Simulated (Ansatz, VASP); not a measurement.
**P in VASP and in Ansatz**

The input INCAR:

```
ALGO = Normal
EDIFF = 1E-6
ENCUT = 520
GGA = CA
ISIF = 2
ISMEAR = -1
LASPH = True
LCHARG = True
LELF = True
LREAL = False
LVHAR = True
LWAVE = False
NBANDS = 18
NELM = 80
PREC = Accurate
SIGMA = 0.05
```

File KPOINTS:

```
k-points
0
Gamma
  8 1 6
```

POSCAR

```
P
1.0
    3.2837277200      0.0000000000      0.0000000000
    0.0000000000     34.8570309900      0.0000000000
    0.0000000000      0.0000000000      4.6320847100
P
4
Direct
    0.5000000000      0.9702614300      0.9078492800
    0.5000000000      0.0297385700      0.0921507200
    0.0000000000      0.0297385700      0.4078492800
    0.0000000000      0.9702614300      0.5921507200
```

The input input.yaml:

```yaml
crystal:
  lattice:
    - [3.28372772, 0.0, 0.0]
    - [0.0, 34.85703099, 0.0]
    - [0.0, 0.0, 4.63208471]
  atoms:
    - { symbol: P, position: [0.5, 0.97026143, 0.90784928] }
    - { symbol: P, position: [0.5, 0.02973857, 0.09215072] }
    - { symbol: P, position: [0.0, 0.02973857, 0.40784928] }
    - { symbol: P, position: [0.0, 0.97026143, 0.59215072] }
kpoints:
  mp_grid: { grid: [8, 1, 6] }
  band_path:
    path:
      - [0.0, 0.0, 0.0]
      - [-0.5, 0.0, 0.0]
      - [-0.5, 0.0, -0.5]
      - [0.0, 0.0, -0.5]
      - [0.0, 0.0, 0.0]
      - [0.0, -0.5, 0.0]
      - [-0.5, -0.5, 0.0]
      - [-0.5, -0.5, -0.5]
    npoints: 10
scf:
  occupations: { method: fermi_dirac, width: 0.05 }
hamiltonian:
  xc: lda
  pseudopotentials: { kind: all_electron, lapw: { basis_error: 0.002 } }
output:
  forces: true
  stress: true
  eigenvalues: true
```

Alike in both runs: functional LDA; k mesh 8 × 1 × 6; occupations fermi-dirac, width 0.05 eV; no spin polarisation.

|  | VASP | Ansatz |
| --- | --- | --- |
| version | VASP 6.6.1 | Ansatz 0.2.0 |
| potentials or method | VASP PAW LDA potentials, release 64 (P), cutoff 520 eV | all-electron LAPW, scalar-relativistic |
| task | single point | band structure |

Ansatz gave:

- gap on the k mesh at the Fermi level (eV): 0.85
- least direct gap on the mesh (eV): 0.85
- rms of the force components (eV/Å): 0.100

Q: Estimate VASP's values.

A: gap on the k mesh at the Fermi level (eV): 0.85; least direct gap on the mesh (eV): 0.85; rms of the force components (eV/Å): 0.087.

LDA's correlation is that of Perdew and Zunger in VASP and of Perdew and Wang (1992) in Ansatz. Atom by atom the forces differ by 0.025 eV/Å (rms over components). Ansatz ran all-electron here, and VASP with PAW potentials.
